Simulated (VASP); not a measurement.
# Zr (Pm-3m) in VASP: single point with LDA

Aim: the single point of Zr with LDA.

All numbers are computed with VASP 6.6.1; they aren't measurements. Logs are shortened: lines on timing, memory, paths and dates and some standing lists are left out, and cuts for length are marked.

### 1 The cell of the first run

Symmetry: Pm-3m, No. 221, cubic system. The conventional cell has a = 2.842 Å, b = 2.842 Å, c = 2.842 Å, α = 90.00°, β = 90.00°, γ = 90.00°. Within 3.7 Å of Zr (site symmetry m-3m) lie 6 Zr at 2.84 Å.

### 2 Single point, LDA

The input, INCAR:

```
ALGO = Normal ; EDIFF = 1E-6
ENCUT = 520 ; ISIF = 2
ISMEAR = -1 ; LASPH = T
LCHARG = T ; LELF = T
LREAL = F ; LVHAR = T
LWAVE = F ; NBANDS = 12
NELM = 100 ; PREC = Accurate
SIGMA = 0.13605693000000002
```

The input, KPOINTS:

```
k-points
0
Gamma
  12 12 12
```

The input, POSCAR:

```
Zr
1.0
    2.8424649630      0.0000000000      0.0000000000
    0.0000000000      2.8424649630      0.0000000000
    0.0000000000      0.0000000000      2.8424649630
Zr
1
Direct
    0.0000000000      0.0000000000      0.0000000000
```

Potentials or basis: VASP PAW LDA potentials, release 64 (Zr_sv).

Launch:

```
$ cat potpaw_LDA.64/Zr_sv/POTCAR > POTCAR
$ mpirun -np 1 vasp_std > vasp.out
```

OUTCAR:

```text
EDIFF = 1E-6
   ENCUT = 520
   ISIF = 2
   ISMEAR = -1
   LASPH = T
   LREAL = F
   NELM = 100
   PREC = Accurate

 ion  position               nearest neighbor table
   1  0.000  0.000  0.000-

  LATTYP: Found a simple cubic cell.
 ALAT       =     2.8424649630

  Lattice vectors:

 A1 = (   2.8424649630,   0.0000000000,   0.0000000000)
 A2 = (   0.0000000000,   2.8424649630,   0.0000000000)
 A3 = (   0.0000000000,   0.0000000000,   2.8424649630)

Analysis of symmetry for initial positions (statically):
=====================================================================
 Subroutine PRICEL returns:
 Original cell was already a primitive cell.

 Routine SETGRP: Setting up the symmetry group for a
 simple cubic supercell.

 Subroutine GETGRP returns: Found 48 space group operations
 (whereof 48 operations were pure point group operations)
 out of a pool of 48 trial point group operations.

The static configuration has the point symmetry O_h .

Analysis of symmetry for dynamics (positions and initial velocities):
=====================================================================
 Subroutine PRICEL returns:
 Original cell was already a primitive cell.

 Routine SETGRP: Setting up the symmetry group for a
 simple cubic supercell.

 Subroutine GETGRP returns: Found 48 space group operations
 (whereof 48 operations were pure point group operations)
 out of a pool of 48 trial point group operations.

The dynamic configuration has the point symmetry O_h .

 Subroutine INISYM returns: Found 48 space group operations
 (whereof 48 operations are pure point group operations),
 and found     1 'primitive' translations

----------------------------------------------------------------------------------------

                                     Primitive cell

  volume of cell :      22.9660

  direct lattice vectors                    reciprocal lattice vectors
     2.842464963  0.000000000  0.000000000     0.351807327  0.000000000  0.000000000
     0.000000000  2.842464963  0.000000000     0.000000000  0.351807327  0.000000000
     0.000000000  0.000000000  2.842464963     0.000000000  0.000000000  0.351807327

  length of vectors
     2.842464963  2.842464963  2.842464963     0.351807327  0.351807327  0.351807327

  position of ions in fractional coordinates (direct lattice)
     0.000000000  0.000000000  0.000000000

  ion indices of the primitive-cell ions
   primitive index   ion index
                 1           1

----------------------------------------------------------------------------------------

 KPOINTS: k-points

Automatic generation of k-mesh.
 Grid dimensions read from file:
 generate k-points for:   12   12   12

 Generating k-lattice:

  Cartesian coordinates                     Fractional coordinates (reciprocal lattice)
     0.029317277  0.000000000  0.000000000     0.083333333  0.000000000  0.000000000
     0.000000000  0.029317277  0.000000000     0.000000000  0.083333333  0.000000000
     0.000000000  0.000000000  0.029317277     0.000000000  0.000000000  0.083333333

  Length of vectors
     0.029317277  0.029317277  0.029317277

  Shift w.r.t. Gamma in fractional coordinates (k-lattice)
     0.000000000  0.000000000  0.000000000

 Subroutine IBZKPT returns following result:
 ===========================================

 Found     84 irreducible k-points:

 Following reciprocal coordinates:
            Coordinates               Weight
  0.000000  0.000000  0.000000      1.000000
  0.083333  0.000000  0.000000      6.000000
  0.166667  0.000000  0.000000      6.000000
  0.250000  0.000000  0.000000      6.000000
  0.333333  0.000000  0.000000      6.000000
  0.416667  0.000000  0.000000      6.000000
[... 16 lines left out ...]
  0.333333  0.333333  0.000000     12.000000
  0.416667  0.333333  0.000000     24.000000
 [... further k-points ...]
   k-points           NKPTS =     84   k-points in BZ     NKDIM =     84   number of bands    NBANDS=     12
   number of dos      NEDOS =    301   number of ions     NIONS =      1
   total plane-waves  NPLWV =  13824
   dimension x,y,z NGX =    24 NGY =   24 NGZ =   24
   dimension x,y,z NGXF=    48 NGYF=   48 NGZF=   48
   ions per type =               1
   NGX,Y,Z   is equivalent  to a cutoff of  14.04, 14.04, 14.04 a.u.
   NGXF,Y,Z  is equivalent  to a cutoff of  28.07, 28.07, 28.07 a.u.
 SYSTEM =  unknown system
   PREC   = accura    normal or accurate (medium, high low for compatibility)
   ISTART =      0    job   : 0-new  1-cont  2-samecut
   ICHARG =      2    charge: 1-file 2-atom 10-const
   ISPIN  =      1    spin polarized calculation?
   LNONCOLLINEAR =      F non collinear calculations
   LSORBIT =      F    spin-orbit coupling
   LASPH  =      T    aspherical Exc in radial PAW
   ENCUT  =  520.0 eV  38.22 Ry    6.18 a.u.   5.29  5.29  5.29*2*pi/ulx,y,z
   NELM   =    100;   NELMIN=  2; NELMDL= -5     # of ELM steps
   EDIFF  = 0.1E-05   stopping-criterion for ELM
   LREAL  =      F    real-space projection
   EDIFFG = 0.1E-04   stopping-criterion for IOM
   NSW    =      0    number of steps for IOM
   IBRION =     -1    ionic relax: 0-MD 1-quasi-New 2-CG
   NFREE  =      0    steps in history (QN), initial steepest desc. (CG)
   ISIF   =      2    stress and relaxation
   ISYM   =      2    0-nonsym 1-usesym 2-fastsym
   POTIM  = 0.5000    time-step for ionic-motion
   TEBEG  =    0.0;   TEEND  =   0.0 temperature during run
   PSTRESS=    0.0 pullay stress
   NELECT =      12.0000    total number of electrons
   NUPDOWN=      -1.0000    fix difference up-down
   EMIN   =  10.00;   EMAX   =-10.00  energy-range for DOS
   EFERMI =   0.00;   METHOD = LEGACY
   ISMEAR =    -1;   SIGMA  =   0.14  broadening in eV -4-tet -1-fermi 0-gaus
   EFERMI_NEDOS =   21; number of points for ismear=-14 and -15
   IALGO  =     38    algorithm
   IMIX   =      4    mixing-type and parameters
     AMIX     =   0.40;   BMIX     =  1.00
     AMIX_MAG =   1.60;   BMIX_MAG =  1.00
  volume/ion in A,a.u.               =      22.97       154.98
  Fermi-wavevector in a.u.,A,eV,Ry     =   1.318581  2.491757 23.655847  1.738656
  Thomas-Fermi vector in A             =   2.448540
   LORBIT       =      0    0 simple, 1 ext, 2 COOP (PROOUT), +10 PAW based schemes
   GGA     = CA    functional components
   LHFCALC =     F    Hartree Fock is set to
   AEXX    =    0.0000 exact exchange contribution
   IVDW    =     0    specifies the selected vdW correction
   LEPSILON=     F    determine dielectric tensor
   LRPA    =     F    only Hartree local field effects (RPA)
 non-spin polarized calculation
  energy-cutoff  :      520.00
  volume of cell :       22.97
 maximum number of plane-waves:       632
 NGX is ok and might be reduce to    24
   NGX = 11   NGY = 11   NGZ = 11

 number of electron      12.0000000 magnetization

 Free energy of the ion-electron system (eV)
  ---------------------------------------------------
  ext. energy  EPLUGINS =         0.00000000
  ---------------------------------------------------
  free energy    TOTEN  =        -8.50093248 eV

  energy without entropy =       -8.39574132  energy(sigma->0) =       -8.44833690

 E-fermi :   8.5971     XC(G=0): -11.2502

 val. band max:        8.5781122073   @ k =   0.4167   0.1667   0.1667
 cond. band min:       8.5987119349   @ k =   0.5000   0.1667   0.0000
 fundamental gap:      0.0205997277
 Fermi energy:         8.5971476565

 k-point     1 :       0.0000    0.0000    0.0000
  band No.  band energies     occupation
      1     -39.6989      2.00000
      2     -17.1166      2.00000
      3     -17.1166      2.00000
      4     -17.1166      2.00000
      5       3.4835      2.00000
      6       6.7268      2.00000
      7       6.7268      2.00000
      8      14.6068      0.00000
      9      14.6068      0.00000
     10      14.6068      0.00000
     11      21.9906      0.00000
     12      21.9906      0.00000

 k-point     2 :       0.0833    0.0000    0.0000
  band No.  band energies     occupation
      1     -39.6864      2.00000
      2     -17.2265      2.00000
      3     -17.1073      2.00000
      4     -17.1073      2.00000
      5       3.6718      2.00000
      6       6.7804      2.00000
      7       6.9368      1.99999
      8      14.2606      0.00000
      9      14.2606      0.00000
     10      14.6299      0.00000
     11      21.1631      0.00000
     12      22.4216      0.00000

 k-point     3 :       0.1667    0.0000    0.0000
  band No.  band energies     occupation
      1     -39.6522      2.00000
      2     -17.5182      2.00000
      3     -17.0818      2.00000
      4     -17.0818      2.00000
      5       4.1742      2.00000
      6       6.9315      1.99999
      7       7.5393      1.99916
      8      13.4644      0.00000
      9      13.4644      0.00000
     10      14.6937      0.00000
     11      19.6218      0.00000
     12      23.4463      0.00000

 k-point     4 :       0.2500    0.0000    0.0000
  band No.  band energies     occupation
      1     -39.6050      2.00000
      2     -17.8991      2.00000
      3     -17.0467      2.00000
      4     -17.0467      2.00000
      5       4.8589      2.00000
      6       7.1505      1.99995
      7       8.3821      1.65867
      8      12.5904      0.00000
      9      12.5904      0.00000
     10      14.7826      0.00000
     11      18.3155      0.00000
     12      23.3286      0.00000

 k-point     5 :       0.3333    0.0000    0.0000
  band No.  band energies     occupation
      1     -39.5571      2.00000
      2     -18.2621      2.00000
      3     -17.0113      2.00000
      4     -17.0113      2.00000
      5       5.6058      2.00000
      6       7.3862      1.99973
      7       9.0854      0.05379
      8      11.8620      0.00000
      9      11.8620      0.00000
     10      14.8738      0.00000
     11      17.7697      0.00000
     12      21.9562      0.00000

 k-point     6 :       0.4167    0.0000    0.0000
  band No.  band energies     occupation
      1     -39.5217      2.00000
      2     -18.5180      2.00000
      3     -16.9852      2.00000
      4     -16.9852      2.00000
      5       6.2741      2.00000
      6       7.5713      1.99894
      7       9.2946      0.01181
      8      11.3905      0.00000
      9      11.3905      0.00000
     10      14.9421      0.00000
     11      18.1648      0.00000
     12      21.0844      0.00000

 k-point     7 :       0.5000    0.0000    0.0000
  band No.  band energies     occupation
      1     -39.5087      2.00000
      2     -18.6097      2.00000
      3     -16.9756      2.00000
      4     -16.9756      2.00000
      5       6.5776      2.00000
      6       7.6421      1.99821
      7       9.2464      0.01678
      8      11.2282      0.00000
      9      11.2282      0.00000
     10      14.9674      0.00000
     11      18.6417      0.00000
     12      20.7840      0.00000

 k-point     8 :       0.0833    0.0833    0.0000
  band No.  band energies     occupation
      1     -39.6740      2.00000
      2     -17.2233      2.00000
      3     -17.2101      2.00000
      4     -17.0980      2.00000
      5       3.8599      2.00000
      6       6.9122      1.99999
      7       7.0670      1.99997
      8      13.8933      0.00000
      9      14.2018      0.00000
     10      14.3774      0.00000
     11      21.5092      0.00000
     12      21.6448      0.00000
[... 166 lines left out ...]
 k-point    20 :       0.3333    0.2500    0.0000
  band No.  band energies     occupation
      1     -39.4658      2.00000
      2     -18.1594      2.00000
      3     -17.7564      2.00000
      4     -16.9445      2.00000
      5       6.4021      2.00000
      6       7.7428      1.99626
      7       9.9677      0.00008
      8      11.5423      0.00000
      9      12.1616      0.00000
     10      13.0917      0.00000
     11      18.6967      0.00000
     12      21.5340      0.00000

 k-point    21 :       0.4167    0.2500    0.0000
  band No.  band energies     occupation
      1     -39.4311      2.00000
      2     -18.4078      2.00000
      3     -17.7220      2.00000
      4     -16.9192      2.00000
      5       6.6625      2.00000
      6       7.6289      1.99838
      7       9.9815      0.00008
      8      11.7241      0.00000
      9      12.5309      0.00000
     10      13.1862      0.00000
     11      18.2317      0.00000
     12      22.4985      0.00000

 k-point    22 :       0.5000    0.2500    0.0000
  band No.  band energies     occupation
      1     -39.4183      2.00000
      2     -18.4970      2.00000
      3     -17.7092      2.00000
      4     -16.9099      2.00000
      5       6.7290      2.00000
      6       7.6067      1.99862
      7       9.9819      0.00008
      8      11.5698      0.00000
      9      12.9211      0.00000
     10      13.2252      0.00000
     11      18.1931      0.00000
     12      23.1571      0.00000

 k-point    23 :       0.3333    0.3333    0.0000
  band No.  band energies     occupation
      1     -39.4193      2.00000
      2     -18.1225      2.00000
      3     -18.0884      2.00000
      4     -16.9108      2.00000
      5       6.3061      2.00000
      6       7.7053      1.99716
      7      11.3136      0.00000
      8      11.7910      0.00000
      9      12.2329      0.00000
     10      12.5017      0.00000
     11      18.3995      0.00000
     12      21.3166      0.00000

 k-point    24 :       0.4167    0.3333    0.0000
  band No.  band energies     occupation
      1     -39.3849      2.00000
      2     -18.3516      2.00000
      3     -18.0660      2.00000
      4     -16.8858      2.00000
      5       6.0478      2.00000
      6       7.8683      1.99061
      7      11.6416      0.00000
      8      11.9035      0.00000
      9      12.5097      0.00000
     10      12.9297      0.00000
     11      17.8983      0.00000
     12      22.0060      0.00000

 [... further k-points ...]
[... 5 lines left out ...]
  --------------------------------------------------------------------------------------
  -------------------------------------------------------------------------------------
  Total       -0.0391384     -0.0391384     -0.0391384     -0.0000000      0.0000000      0.0000000
  in kB       -2.7304118     -2.7304118     -2.7304118     -0.0000000      0.0000000      0.0000000
  external PRESSURE =      -2.7304118 kB  Pullay stress =       0.0000000 kB

 VOLUME and BASIS-vectors are now :
 -----------------------------------------------------------------------------
  energy-cutoff  :      520.00
  volume of cell :       22.97
      direct lattice vectors                 reciprocal lattice vectors
     2.842464963  0.000000000  0.000000000     0.351807327  0.000000000  0.000000000
     0.000000000  2.842464963  0.000000000     0.000000000  0.351807327  0.000000000
     0.000000000  0.000000000  2.842464963     0.000000000  0.000000000  0.351807327

 POSITION                                       TOTAL-FORCE (eV/Angst)
 -----------------------------------------------------------------------------------
      0.00000      0.00000      0.00000         0.000000      0.000000      0.000000
 -----------------------------------------------------------------------------------
    total drift:                                0.000000     -0.000000      0.000000

  FREE ENERGIE OF THE ION-ELECTRON SYSTEM (eV)
  ---------------------------------------------------
  free  energy   TOTEN  =        -8.5009324789 eV

  energy  without entropy=       -8.3957413165  energy(sigma->0) =       -8.44833690
```

It took 5.5 s on 1 thread of Intel Xeon 6975P-C (Granite Rapids), shared host; peak memory 0.13 GiB.

What came out:

* Free energy: -8.5009 eV
* Pressure: -0.3 GPa
* Band gap on the k mesh: zero (band 6 reaches 9.70 eV, above the bottom of band 7 at 6.73 eV)
